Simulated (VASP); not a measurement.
# PbSe (P6_3mc) in VASP: a series of runs

PbSe is run at these levels: PBE; tasks: single point.

All numbers are computed with VASP 6.6.1; they aren't measurements. Logs are shortened: lines on timing, memory, paths and dates and some standing lists are left out, and cuts for length are marked.

### 1 The cell of the first run

Symmetry: P6_3mc, No. 186, hexagonal system. Conventional cell: a = 5.101 Å, b = 5.101 Å, c = 6.136 Å, α = 90.00°, β = 90.00°, γ = 120.00°. Within 3.9 Å of Pb (site symmetry 3m) lie 5 Se at 2.95 to 3.10 Å. Within 3.9 Å of Se (site symmetry 3m) lie 5 Pb at 2.95 to 3.10 Å.

### 2 Single point, PBE (34.57 Å³/atom)

Contents of INCAR:

```
PREC = Accurate
ENCUT = 520
EDIFF = 1E-7
ISMEAR = 0
SIGMA = 0.01
LREAL = F
LASPH = T
NELM = 60
ALGO = Normal
ISIF = 2
LWAVE = F
LCHARG = F
GGA = PE
NBANDS = 28
```

Contents of KPOINTS:

```
regular mesh
0
Gamma
  6 6 4
```

Contents of POSCAR:

```
PbSe
1.0
    5.1012960180      0.0000000000      0.0000000000
   -2.5506480090      4.4178519438      0.0000000000
    0.0000000000      0.0000000000      6.1357068769
Pb Se
2 2
Direct
    0.3333333333      0.6666666667     -0.0648560059
    0.6666666667      0.3333333333      0.4351439941
    0.3333333333      0.6666666667      0.4398560059
    0.6666666667      0.3333333333      0.9398560059
```

Potentials or basis: VASP PAW PBE potentials, release 64 (Pb_d, Se).

On the command line:

```sh
> cat potpaw_PBE.64/Pb_d/POTCAR potpaw_PBE.64/Se/POTCAR > POTCAR
> mpirun -np 1 vasp_std > vasp.out
```

OUTCAR:

```text
PREC = Accurate
   ENCUT = 520
   EDIFF = 1E-7
   ISMEAR = 0
   LREAL = F
   LASPH = T
   NELM = 60
   ISIF = 2
   GGA = PE

 ion  position               nearest neighbor table
   1  0.333  0.667  0.935-   4 2.95   4 2.95   4 2.95   3 3.04   3 3.10
   2  0.667  0.333  0.435-   3 2.95   3 2.95   3 2.95   4 3.04   4 3.10
   3  0.333  0.667  0.440-   2 2.95   2 2.95   2 2.95   1 3.04   1 3.10
   4  0.667  0.333  0.940-   1 2.95   1 2.95   1 2.95   2 3.04   2 3.10

  LATTYP: Found a hexagonal cell.
 ALAT       =     5.1012960180
 C/A-ratio  =     1.2027741294

  Lattice vectors:

 A1 = (   5.1012960180,   0.0000000000,   0.0000000000)
 A2 = (  -2.5506480090,   4.4178519438,   0.0000000000)
 A3 = (   0.0000000000,   0.0000000000,   6.1357068769)

Analysis of symmetry for initial positions (statically):
=====================================================================
 Subroutine PRICEL returns:
 Original cell was already a primitive cell.

 Routine SETGRP: Setting up the symmetry group for a
 hexagonal supercell.

 Subroutine GETGRP returns: Found 12 space group operations
 (whereof  6 operations were pure point group operations)
 out of a pool of 24 trial point group operations.

The static configuration has the point symmetry C_3v.
 The point group associated with its full space group is C_6v.

Analysis of symmetry for dynamics (positions and initial velocities):
=====================================================================
 Subroutine PRICEL returns:
 Original cell was already a primitive cell.

 Routine SETGRP: Setting up the symmetry group for a
 hexagonal supercell.

 Subroutine GETGRP returns: Found 12 space group operations
 (whereof  6 operations were pure point group operations)
 out of a pool of 24 trial point group operations.

The dynamic configuration has the point symmetry C_3v.
 The point group associated with its full space group is C_6v.

 Subroutine INISYM returns: Found 12 space group operations
 (whereof  6 operations are pure point group operations),
 and found     1 'primitive' translations

----------------------------------------------------------------------------------------

                                     Primitive cell

  volume of cell :     138.2790

  direct lattice vectors                    reciprocal lattice vectors
     5.101296018  0.000000000  0.000000000     0.196028616  0.113177174  0.000000000
    -2.550648009  4.417851944  0.000000000     0.000000000  0.226354349  0.000000000
     0.000000000  0.000000000  6.135706877     0.000000000  0.000000000  0.162980406

  length of vectors
     5.101296018  5.101296018  6.135706877     0.226354349  0.226354349  0.162980406

  position of ions in fractional coordinates (direct lattice)
     0.333333333  0.666666667  0.935143994
     0.666666667  0.333333333  0.435143994
     0.333333333  0.666666667  0.439856006
     0.666666667  0.333333333  0.939856006

  ion indices of the primitive-cell ions
   primitive index   ion index
                 1           1
                 2           2
                 3           3
                 4           4

----------------------------------------------------------------------------------------

 KPOINTS: regular mesh

Automatic generation of k-mesh.
 Grid dimensions read from file:
 generate k-points for:    6    6    4

 Generating k-lattice:

  Cartesian coordinates                     Fractional coordinates (reciprocal lattice)
     0.032671436  0.018862862  0.000000000     0.166666667  0.000000000  0.000000000
     0.000000000  0.037725725  0.000000000     0.000000000  0.166666667  0.000000000
     0.000000000  0.000000000  0.040745102     0.000000000  0.000000000  0.250000000

  Length of vectors
     0.037725725  0.037725725  0.040745102

  Shift w.r.t. Gamma in fractional coordinates (k-lattice)
     0.000000000  0.000000000  0.000000000

 Subroutine IBZKPT returns following result:
 ===========================================

 Found     21 irreducible k-points:

 Following reciprocal coordinates:
            Coordinates               Weight
  0.000000  0.000000  0.000000      1.000000
  0.166667  0.000000  0.000000      6.000000
  0.333333  0.000000  0.000000      6.000000
  0.500000  0.000000  0.000000      3.000000
  0.166667  0.166667  0.000000      6.000000
  0.333333  0.166667  0.000000     12.000000
[... 13 lines left out ...]
  0.333333  0.166667  0.500000     12.000000
  0.333333  0.333333  0.500000      2.000000
   k-points           NKPTS =     21   k-points in BZ     NKDIM =     21   number of bands    NBANDS=     28
   number of dos      NEDOS =    301   number of ions     NIONS =      4
   total plane-waves  NPLWV =  76800
   dimension x,y,z NGX =    40 NGY =   40 NGZ =   48
   dimension x,y,z NGXF=    80 NGYF=   80 NGZF=   96
   ions per type =               2   2
   NGX,Y,Z   is equivalent  to a cutoff of  13.04, 13.04, 13.01 a.u.
   NGXF,Y,Z  is equivalent  to a cutoff of  26.07, 26.07, 26.01 a.u.
 SYSTEM =  unknown system
   PREC   = accura    normal or accurate (medium, high low for compatibility)
   ISTART =      0    job   : 0-new  1-cont  2-samecut
   ICHARG =      2    charge: 1-file 2-atom 10-const
   ISPIN  =      1    spin polarized calculation?
   LNONCOLLINEAR =      F non collinear calculations
   LSORBIT =      F    spin-orbit coupling
   LASPH  =      T    aspherical Exc in radial PAW
   ENCUT  =  520.0 eV  38.22 Ry    6.18 a.u.   9.49  9.49 11.41*2*pi/ulx,y,z
   NELM   =     60;   NELMIN=  2; NELMDL= -5     # of ELM steps
   EDIFF  = 0.1E-06   stopping-criterion for ELM
   LREAL  =      F    real-space projection
   EDIFFG = 0.1E-05   stopping-criterion for IOM
   NSW    =      0    number of steps for IOM
   IBRION =     -1    ionic relax: 0-MD 1-quasi-New 2-CG
   NFREE  =      0    steps in history (QN), initial steepest desc. (CG)
   ISIF   =      2    stress and relaxation
   ISYM   =      2    0-nonsym 1-usesym 2-fastsym
   POTIM  = 0.5000    time-step for ionic-motion
   TEBEG  =    0.0;   TEEND  =   0.0 temperature during run
   PSTRESS=    0.0 pullay stress
   NELECT =      40.0000    total number of electrons
   NUPDOWN=      -1.0000    fix difference up-down
   EMIN   =  10.00;   EMAX   =-10.00  energy-range for DOS
   EFERMI =   0.00;   METHOD = LEGACY
   ISMEAR =     0;   SIGMA  =   0.01  broadening in eV -4-tet -1-fermi 0-gaus
   EFERMI_NEDOS =   21; number of points for ismear=-14 and -15
   IALGO  =     38    algorithm
   IMIX   =      4    mixing-type and parameters
     AMIX     =   0.40;   BMIX     =  1.00
     AMIX_MAG =   1.60;   BMIX_MAG =  1.00
  volume/ion in A,a.u.               =      34.57       233.29
  Fermi-wavevector in a.u.,A,eV,Ry     =   1.082703  2.046012 15.949377  1.172246
  Thomas-Fermi vector in A             =   2.218751
   LORBIT       =      0    0 simple, 1 ext, 2 COOP (PROOUT), +10 PAW based schemes
   GGA     = PE    functional components
   LHFCALC =     F    Hartree Fock is set to
   AEXX    =    0.0000 exact exchange contribution
   IVDW    =     0    specifies the selected vdW correction
   LEPSILON=     F    determine dielectric tensor
   LRPA    =     F    only Hartree local field effects (RPA)
 non-spin polarized calculation
 Gauss-broadening in eV      SIGMA  =   0.01
  energy-cutoff  :      520.00
  volume of cell :      138.28
 maximum number of plane-waves:      3755
 NGX is ok and might be reduce to    40
   NGX = 19   NGY = 19   NGZ = 23

 number of electron      40.0000003 magnetization

 Free energy of the ion-electron system (eV)
  ---------------------------------------------------
  ext. energy  EPLUGINS =         0.00000000
  ---------------------------------------------------
  free energy    TOTEN  =       -16.01307776 eV

  energy without entropy =      -16.01307776  energy(sigma->0) =      -16.01307776

 E-fermi :   3.5954     XC(G=0):  -8.3921

 val. band max:        3.5228653429   @ k =   0.3333   0.3333   0.5000
 cond. band min:       4.6246290186   @ k =   0.3333   0.3333   0.5000
 fundamental gap:      1.1017636757
 Fermi energy:         3.5953914948

 k-point     1 :       0.0000    0.0000    0.0000
  band No.  band energies     occupation
      1     -13.4123      2.00000
      2     -13.3145      2.00000
      3     -13.3145      2.00000
      4     -13.3137      2.00000
      5     -13.3137      2.00000
      6     -13.3061      2.00000
[... 20 lines left out ...]
     27       9.4564      0.00000
     28       9.8104      0.00000

 k-point     2 :       0.1667    0.0000    0.0000
  band No.  band energies     occupation
      1     -13.4102      2.00000
      2     -13.3242      2.00000
      3     -13.3138      2.00000
      4     -13.3101      2.00000
      5     -13.3089      2.00000
      6     -13.3075      2.00000
[... 20 lines left out ...]
     27       9.2019      0.00000
     28       9.4716      0.00000

 k-point     3 :       0.3333    0.0000    0.0000
  band No.  band energies     occupation
      1     -13.4042      2.00000
      2     -13.3441      2.00000
      3     -13.3110      2.00000
      4     -13.3099      2.00000
      5     -13.3031      2.00000
      6     -13.3012      2.00000
[... 20 lines left out ...]
     27       9.0594      0.00000
     28       9.9467      0.00000

 k-point     4 :       0.5000    0.0000    0.0000
  band No.  band energies     occupation
      1     -13.3992      2.00000
      2     -13.3556      2.00000
      3     -13.3123      2.00000
      4     -13.3077      2.00000
      5     -13.3016      2.00000
      6     -13.2972      2.00000
[... 485 lines left out ...]
     27      10.6694      0.00000
     28      10.6694      0.00000

 k-point    20 :       0.3333    0.1667    0.5000
  band No.  band energies     occupation
      1     -13.3419      2.00000
      2     -13.3419      2.00000
      3     -13.3164      2.00000
      4     -13.3164      2.00000
      5     -13.3089      2.00000
      6     -13.3089      2.00000
[... 20 lines left out ...]
     27      10.0604      0.00000
     28      10.0604      0.00000

 k-point    21 :       0.3333    0.3333    0.5000
  band No.  band energies     occupation
      1     -13.3390      2.00000
      2     -13.3390      2.00000
      3     -13.3194      2.00000
      4     -13.3194      2.00000
      5     -13.3065      2.00000
      6     -13.3065      2.00000
[... 20 lines left out ...]
     27       9.9369      0.00000
     28       9.9369      0.00000

------------------------ aborting loop because EDIFF is reached ----------------------------------------

  FORCE on cell =-STRESS in cart. coord.  units (eV):
  Direction    XX          YY          ZZ          XY          YZ          ZX
  --------------------------------------------------------------------------------------
  -------------------------------------------------------------------------------------
  Total        2.1609907      2.1609907      2.2894142      0.0000000      0.0000000      0.0000000
  in kB       25.0384354     25.0384354     26.5264212      0.0000000      0.0000000      0.0000000
  external PRESSURE =      25.5344307 kB  Pullay stress =       0.0000000 kB

 VOLUME and BASIS-vectors are now :
 -----------------------------------------------------------------------------
  energy-cutoff  :      520.00
  volume of cell :      138.28
      direct lattice vectors                 reciprocal lattice vectors
     5.101296018  0.000000000  0.000000000     0.196028616  0.113177174  0.000000000
    -2.550648009  4.417851944  0.000000000     0.000000000  0.226354349  0.000000000
     0.000000000  0.000000000  6.135706877     0.000000000  0.000000000  0.162980406

 POSITION                                       TOTAL-FORCE (eV/Angst)
 -----------------------------------------------------------------------------------
     -0.00000      2.94523      5.73777        -0.000000      0.000000      0.019394
      2.55065      1.47262      2.66992         0.000000     -0.000000      0.019394
     -0.00000      2.94523      2.69883         0.000000     -0.000000     -0.019394
      2.55065      1.47262      5.76668        -0.000000      0.000000     -0.019394
 -----------------------------------------------------------------------------------
    total drift:                               -0.000000      0.000000      0.000304

  FREE ENERGIE OF THE ION-ELECTRON SYSTEM (eV)
  ---------------------------------------------------
  free  energy   TOTEN  =       -16.0130777558 eV

  energy  without entropy=      -16.0130777558  energy(sigma->0) =      -16.01307776
```

It took 98 s on 1 thread of AMD EPYC 7R43 (Zen 3), shared host; peak memory 0.25 GiB.

Results:

| Quantity | Value |
| --- | --- |
| Free energy | -16.0131 eV |
| Pressure | 2.6 GPa |
| Largest force | 0.019 eV/Å |
| Band gap on the k mesh | 1.10 eV |

Forces on the atoms (eV/Å):
```
Pb   0.000  0.000  0.019
Pb   0.000  0.000  0.019
Se   0.000  0.000 -0.019
Se   0.000  0.000 -0.019
```

Levels at points of the mesh, in eV from the valence-band top:
| k point | band 18 | band 19 | band 20 | band 21 | band 22 | band 23 |
| --- | --- | --- | --- | --- | --- | --- |
| (0.00, 0.00, 0.00) | -1.86 | -1.86 | -1.86 | 1.65 | 1.65 | 3.18 |
| (0.50, 0.00, 0.00) | -2.29 | -2.23 | -0.71 | 2.68 | 3.27 | 4.09 |
| (0.00, 0.00, 0.50) | -2.52 | -1.41 | -1.41 | 2.05 | 2.05 | 2.05 |
| (0.50, 0.00, 0.50) | -1.89 | -0.72 | -0.72 | 1.33 | 1.33 | 2.98 |

Caveat: spin-orbit coupling is left out, which moves the levels of the heavy elements.

(Continued in part 2 of 2.)
